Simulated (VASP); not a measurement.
# K8Mg5Zn3F24 in VASP: single point with HSE06

Aim: the single point of K8Mg5Zn3F24 with HSE06.

Everything below comes from runs of VASP 6.6.1. Logs are shortened: lines on timing, memory, paths and dates and some standing lists are left out, and cuts for length are marked.

## 1. The cell of the first run

The typed cell holds 40 atoms: a = 8.031 Å, b = 8.031 Å, c = 8.031 Å, α = 90.00°, β = 90.00°, γ = 90.00°.

## 2. Single point, HSE06

File POSCAR:

```
K8Mg5Zn3F24
1.0
    8.0307930000      0.0000000000      0.0000000000
    0.0000000000      8.0307930000      0.0000000000
    0.0000000000      0.0000000000      8.0307930000
K Mg Zn F
8 5 3 24
Direct
    0.9994880000      0.0004960000      0.9995400000
    0.9994800000      0.0004750000      0.5000600000
    0.9994610000      0.5006250000      0.9995350000
    0.9994580000      0.5006150000      0.5000450000
    0.4993570000      0.0004780000      0.9995610000
    0.4993580000      0.0004710000      0.5000680000
    0.4993200000      0.5006150000      0.9995510000
    0.4993130000      0.5005930000      0.5000610000
    0.2494020000      0.2505450000      0.2497960000
    0.2494040000      0.7505490000      0.2498090000
    0.7494080000      0.2505410000      0.2497970000
    0.7493920000      0.2505440000      0.7498060000
    0.7494080000      0.7505410000      0.2498020000
    0.2493870000      0.2505640000      0.7497910000
    0.2493850000      0.7505650000      0.7498080000
    0.7493850000      0.7505440000      0.7498030000
    0.2493680000      0.2507540000      0.0027630000
    0.2494340000      0.2503650000      0.4968280000
    0.2496540000      0.7506530000      0.0029090000
    0.2491540000      0.7504460000      0.4967130000
    0.7494990000      0.2505600000      0.0000180000
    0.7492970000      0.2505220000      0.4995830000
    0.7494450000      0.7506370000      0.0027680000
    0.7493590000      0.7504550000      0.4968350000
    0.9992990000      0.2505590000      0.2498370000
    0.9965340000      0.2502710000      0.7496380000
    0.9993860000      0.7505360000      0.2497190000
    0.9992250000      0.7506680000      0.7499320000
    0.4995130000      0.2505330000      0.2497450000
    0.5022600000      0.2508100000      0.7499730000
    0.4994270000      0.7505630000      0.2498930000
    0.4995640000      0.7503960000      0.7496730000
    0.2493910000      0.0005670000      0.2497710000
    0.2497250000      0.0007260000      0.7498550000
    0.2494160000      0.5005300000      0.2498530000
    0.2490960000      0.5003830000      0.7497380000
    0.7494200000      0.0006520000      0.2498490000
    0.7493990000      0.0034020000      0.7498500000
    0.7494000000      0.5004350000      0.2497480000
    0.7494070000      0.4976800000      0.7497570000
```

File INCAR.step1:

```
SYSTEM = K8Mg5Zn3F24
  PREC = Accurate
  ENCUT = 520
  EDIFF = 1E-5
  ISMEAR = -1
  SIGMA = 0.05
  LREAL = Auto
  LASPH = .True.
  NELM = 120
  ALGO = Normal
  ISIF = 2
  LWAVE = .True.
  NBANDS = 169
  GGA = PE
  GGA_COMPAT = .False.
```

File INCAR.step2:

```
SYSTEM = K8Mg5Zn3F24
  PREC = Accurate
  ENCUT = 520
  EDIFF = 1E-6
  ISMEAR = -1
  SIGMA = 0.05
  LREAL = Auto
  LASPH = .True.
  NELM = 120
  ALGO = Normal
  ISIF = 2
  LWAVE = .False.
  LCHARG = .True.
  GGA = PE
  LHFCALC = .True.
  HFSCREEN = 0.2079
  PRECFOCK = Fast
  LELF = .True.
  LVHAR = .True.
  NBANDS = 169
  ISTART = 1
  GGA_COMPAT = .False.
```

File KPOINTS:

```
Automatic mesh
0
Gamma
  1 1 1
  0 0 0
```

Potentials or basis: VASP PAW PBE potentials, release 64 (K_sv, Mg, Zn, F).

Started as:

```bash
> cat potpaw_PBE.64/K_sv/POTCAR potpaw_PBE.64/Mg/POTCAR potpaw_PBE.64/Zn/POTCAR potpaw_PBE.64/F/POTCAR > POTCAR
> cp INCAR.step1 INCAR
> mpirun -np 1 vasp_gam > vasp.out
> cp INCAR.step2 INCAR
> mpirun -np 1 vasp_gam > vasp.out
```

OUTCAR:

```text
SYSTEM = K8Mg5Zn3F24
   PREC = Accurate
   ENCUT = 520
   EDIFF = 1E-6
   ISMEAR = -1
   LREAL = Auto
   LASPH = .True.
   NELM = 120
   ISIF = 2
   GGA = PE
   LHFCALC = .True.
   HFSCREEN = 0.2079
   PRECFOCK = Fast
   ISTART = 1

 ion  position               nearest neighbor table
   1  0.999  0.000  1.000-  28 2.84  26 2.84  38 2.84  34 2.84  23 2.84  19 2.84  21 2.84  33 2.84
                            27 2.84  17 2.84  25 2.84  37 2.84  12 3.48  10 3.48   9 3.48  13 3.48
   2  0.999  0.000  0.500-  26 2.84  28 2.84  20 2.84  18 2.84  38 2.84  34 2.84  24 2.84  33 2.84
                            22 2.84  37 2.84  27 2.84  25 2.84  12 3.48  10 3.48   9 3.48  13 3.48
   3  0.999  0.501  1.000-  36 2.84  28 2.84  17 2.84  40 2.84  21 2.84  23 2.84  27 2.84  19 2.84
                            26 2.84  35 2.84  39 2.84  25 2.84  12 3.48  10 3.48  13 3.48   9 3.48
   4  0.999  0.501  0.500-  36 2.84  20 2.84  40 2.84  28 2.84  26 2.84  24 2.84  35 2.84  18 2.84
                            27 2.84  22 2.84  25 2.84  39 2.84  12 3.48  10 3.48  13 3.48   9 3.48
   5  0.499  0.000  1.000-  34 2.84  19 2.84  38 2.84  30 2.84  23 2.84  32 2.84  33 2.84  21 2.84
                            29 2.84  31 2.84  17 2.84  37 2.84  12 3.48  10 3.48  13 3.48   9 3.48
   6  0.499  0.000  0.500-  34 2.84  32 2.84  18 2.84  38 2.84  22 2.84  24 2.84  31 2.84  20 2.84
                            30 2.84  33 2.84  37 2.84  29 2.84  12 3.48  10 3.48  13 3.48   9 3.48
   7  0.499  0.501  1.000-  30 2.84  32 2.84  19 2.84  17 2.84  40 2.84  36 2.84  23 2.84  35 2.84
                            21 2.84  29 2.84  39 2.84  31 2.84  12 3.48  10 3.48   9 3.48  13 3.48
   8  0.499  0.501  0.500-  32 2.84  30 2.84  40 2.84  36 2.84  24 2.84  20 2.84  22 2.84  35 2.84
                            18 2.84  31 2.84  29 2.84  39 2.84  12 3.48  10 3.48   9 3.48  13 3.48
   9  0.249  0.251  0.250-  18 1.98  17 1.98  33 2.01  35 2.01  25 2.01  29 2.01   1 3.48   8 3.48
[... 34 lines left out ...]
  39  0.749  0.500  0.250-  11 2.01  13 2.01   3 2.84   7 2.84   4 2.84   8 2.84
  40  0.749  0.498  0.750-  12 1.98  16 2.03   4 2.84   8 2.84   3 2.84   7 2.84

  LATTYP: Found a simple cubic cell.
 ALAT       =     8.0307930000

  Lattice vectors:

 A1 = (   8.0307930000,   0.0000000000,   0.0000000000)
 A2 = (   0.0000000000,   8.0307930000,   0.0000000000)
 A3 = (   0.0000000000,   0.0000000000,   8.0307930000)

Analysis of symmetry for initial positions (statically):
=====================================================================
 Subroutine PRICEL returns:
 Original cell was already a primitive cell.

 Routine SETGRP: Setting up the symmetry group for a
 simple cubic supercell.

 Subroutine GETGRP returns: Found  1 space group operations
 (whereof  1 operations were pure point group operations)
 out of a pool of 48 trial point group operations.

[... 186 lines left out ...]
     AMIX_MAG =   1.60;   BMIX_MAG =  1.00
  volume/ion in A,a.u.               =      12.95        87.38
  Fermi-wavevector in a.u.,A,eV,Ry     =   1.343090  2.538072 24.543419  1.803890
  Thomas-Fermi vector in A             =   2.471192
   LORBIT       =      0    0 simple, 1 ext, 2 COOP (PROOUT), +10 PAW based schemes
   GGA     = PE    functional components
   LHFCALC =     T    Hartree Fock is set to
   PRECFOCK=fast      Normal, Fast or Accurate (Low or Medium for compatibility)
   ENCUT4O =  -1.0   cutoff for four orbital integrals eV
   NKREDX  =     1    reduce k-point grid by
   NKREDY  =     1    reduce k-point grid by
   NKREDZ  =     1    reduce k-point grid by
   AEXX    =    0.2500 exact exchange contribution
   HFSCREEN=    0.2079 screening length (either q_TF or 0.3 A-1)
   HFSCREENC=   0.2079 screening length for correlation (either q_TF or 0.3 A-1)
   ENCUTFOCK=  -1.0 apply spherical cutoff to Coloumb kernel
   IVDW    =     0    specifies the selected vdW correction
   LEPSILON=     F    determine dielectric tensor
   LRPA    =     F    only Hartree local field effects (RPA)
 non-spin polarized calculation
  energy-cutoff  :      520.00
  volume of cell :      517.94
 maximum number of plane-waves:      6975
 NGX is ok and might be reduce to    60
  NGX = 30; NGY = 30; NGZ = 30

 number of electron     285.9999811 magnetization

 Free energy of the ion-electron system (eV)
  ---------------------------------------------------
  ext. energy  EPLUGINS =         0.00000000
  ---------------------------------------------------
  free energy    TOTEN  =      -225.00376832 eV

  energy without entropy =     -225.00376832  energy(sigma->0) =     -225.00376832

 E-fermi :  -1.1895     XC(G=0):  -7.9914

 val. band max:       -2.4648004853   @ k =   0.0000   0.0000   0.0000
 cond. band min:       5.0593045985   @ k =   0.0000   0.0000   0.0000
 fundamental gap:      7.5241050837
 Fermi energy:        -1.1894889505

 k-point     1 :       0.0000    0.0000    0.0000
  band No.  band energies     occupation
      1     -30.6410      2.00000
      2     -30.6138      2.00000
      3     -30.6130      2.00000
      4     -30.6130      2.00000
      5     -30.5944      2.00000
      6     -30.5936      2.00000
[... 147 lines left out ...]
    154       9.0341      0.00000
    155       9.0454      0.00000
 [bands above 155 left out]

------------------------ aborting loop because EDIFF is reached ----------------------------------------

  FORCE on cell =-STRESS in cart. coord.  units (eV):
  Direction    XX          YY          ZZ          XY          YZ          ZX
  --------------------------------------------------------------------------------------
  -------------------------------------------------------------------------------------
  Total        3.3497012      3.3552003      3.4168447     -0.0009126      0.0102117     -0.0106264
  in kB       10.3619466     10.3789575     10.5696482     -0.0028230      0.0315890     -0.0328717
  external PRESSURE =      10.4368508 kB  Pullay stress =       0.0000000 kB

 VOLUME and BASIS-vectors are now :
 -----------------------------------------------------------------------------
  energy-cutoff  :      520.00
  volume of cell :      517.94
      direct lattice vectors                 reciprocal lattice vectors
     8.030793000  0.000000000  0.000000000     0.124520704  0.000000000  0.000000000
     0.000000000  8.030793000  0.000000000     0.000000000  0.124520704  0.000000000
     0.000000000  0.000000000  8.030793000     0.000000000  0.000000000  0.124520704

 POSITION                                       TOTAL-FORCE (eV/Angst)
 -----------------------------------------------------------------------------------
      8.02668      0.00398      8.02710        -0.009741      0.009480      0.014570
      8.02662      0.00381      4.01588        -0.008417      0.008227     -0.017470
      8.02646      4.02042      8.02706        -0.010613     -0.000825      0.014045
      8.02644      4.02034      4.01576        -0.010468     -0.003110     -0.017563
      4.01023      0.00384      8.02727         0.000783      0.009966      0.014417
      4.01024      0.00378      4.01594         0.002420      0.009476     -0.017046
[... 32 lines left out ...]
      6.01828      4.01889      2.00567        -0.002205     -0.008593     -0.000988
      6.01833      3.99677      6.02114         0.006328     -0.154502      0.002636
 -----------------------------------------------------------------------------------
    total drift:                               -0.092490      0.092331     -0.024740

  FREE ENERGIE OF THE ION-ELECTRON SYSTEM (eV)
  ---------------------------------------------------
  free  energy   TOTEN  =      -225.0037683230 eV

  energy  without entropy=     -225.0037683230  energy(sigma->0) =     -225.00376832
```

OUTCAR.step1:

```text
SYSTEM = K8Mg5Zn3F24
   PREC = Accurate
   ENCUT = 520
   EDIFF = 1E-5
   ISMEAR = -1
   LREAL = Auto
   LASPH = .True.
[... 486 lines left out ...]
      4.01024      0.00378      4.01594         0.000408      0.005784     -0.008377
[... 32 lines left out ...]
      6.01828      4.01889      2.00567        -0.001372     -0.005873     -0.000548
      6.01833      3.99677      6.02114         0.006336     -0.191062      0.002623
 -----------------------------------------------------------------------------------
    total drift:                               -0.077098      0.077049     -0.020028

  FREE ENERGIE OF THE ION-ELECTRON SYSTEM (eV)
  ---------------------------------------------------
  free  energy   TOTEN  =      -182.7643900475 eV

  energy  without entropy=     -182.7643900475  energy(sigma->0) =     -182.76439005
```

OSZICAR.step1:

```text
N       E                     dE             d eps       ncg     rms          rms(c)
DAV:   1     0.522491239623E+04    0.52249E+04   -0.15265E+05   338   0.196E+03
DAV:   2     0.620010607474E+03   -0.46049E+04   -0.44377E+04   450   0.578E+02
DAV:   3    -0.151425399480E+03   -0.77144E+03   -0.75890E+03   355   0.251E+02
DAV:   4    -0.199168666604E+03   -0.47743E+02   -0.47464E+02   412   0.662E+01
DAV:   5    -0.200818724918E+03   -0.16501E+01   -0.16469E+01   572   0.107E+01    0.284E+01
DAV:   6    -0.182586710830E+03    0.18232E+02   -0.77301E+01   492   0.322E+01    0.149E+01
DAV:   7    -0.182844754599E+03   -0.25804E+00   -0.72996E+00   396   0.698E+00    0.101E+01
DAV:   8    -0.182900803079E+03   -0.56048E-01   -0.27801E+00   396   0.112E+01    0.293E+00
DAV:   9    -0.182775746383E+03    0.12506E+00   -0.56448E-01   500   0.654E+00    0.129E+00
DAV:  10    -0.182760057002E+03    0.15689E-01   -0.15371E-01   444   0.237E+00    0.441E-01
DAV:  11    -0.182764736434E+03   -0.46794E-02   -0.65014E-02   492   0.175E+00    0.415E-01
DAV:  12    -0.182764200707E+03    0.53573E-03   -0.27093E-02   444   0.854E-01    0.881E-02
DAV:  13    -0.182764600611E+03   -0.39990E-03   -0.45299E-03   484   0.286E-01    0.117E-01
DAV:  14    -0.182764401298E+03    0.19931E-03   -0.96264E-04   412   0.132E-01    0.314E-02
DAV:  15    -0.182764394693E+03    0.66044E-05   -0.16155E-04   420   0.524E-02    0.138E-02
DAV:  16    -0.182764390047E+03    0.46457E-05   -0.16888E-05   268   0.334E-02
   1 F= -.18276439E+03 E0= -.18276439E+03  d E =-.121999E-10
```

It took 12 min on 1 thread of Intel Xeon Platinum 8259CL at 2.50GHz (Skylake/Cascade Lake), shared host; peak memory 0.67 GiB.

Results:

| Item | Value |
| --- | --- |
| Free energy | -225.0038 eV |
| Pressure | 1.0 GPa |
| Largest force | 0.168 eV/Å |
| Band gap on the k mesh | 7.52 eV |

Forces in eV/Å, atoms in the order of the input:
```
K   -0.010  0.009  0.015
K   -0.008  0.008 -0.017
K   -0.011 -0.001  0.014
K   -0.010 -0.003 -0.018
K    0.001  0.010  0.014
K    0.002  0.009 -0.017
K    0.000  0.000  0.014
K    0.001 -0.001 -0.017
Mg   0.001  0.000  0.000
Mg   0.001  0.000  0.000
Mg   0.000  0.000  0.000
Mg   0.001 -0.001  0.000
Mg   0.000  0.000  0.000
Zn   0.003 -0.003  0.001
Zn   0.003 -0.003  0.001
Zn   0.003 -0.002  0.001
F    0.000 -0.005  0.159
F    0.004  0.001 -0.154
F   -0.001 -0.006  0.168
F    0.006  0.002 -0.165
F   -0.002  0.002  0.019
F   -0.001  0.001 -0.019
F   -0.001 -0.004  0.160
F    0.007  0.001 -0.155
F   -0.007  0.000  0.000
F   -0.143  0.001  0.004
F    0.000  0.001 -0.001
F   -0.010  0.001  0.001
F    0.008  0.002 -0.001
F    0.155 -0.005 -0.001
F    0.001  0.002  0.000
F    0.012  0.001 -0.001
F   -0.001  0.001 -0.001
F   -0.002  0.012 -0.001
F   -0.002 -0.001 -0.001
F    0.000 -0.014  0.000
F    0.000  0.008 -0.001
F   -0.001  0.142 -0.001
F   -0.002 -0.009 -0.001
F    0.006 -0.155  0.003
```

Levels at points of the mesh, in eV from the valence-band top:
| k point | band 140 | band 141 | band 142 | band 143 | band 144 | band 145 | band 146 | band 147 |
| --- | --- | --- | --- | --- | --- | --- | --- | --- |
| (0.00, 0.00, 0.00) | -1.02 | -0.81 | -0.49 | 0.00 | 7.52 | 9.96 | 10.35 | 10.96 |

Caveat: the k points lie up to 0.78 Å⁻¹ apart; the PAW data sets were made with another functional, which shifts forces and pressure a little.
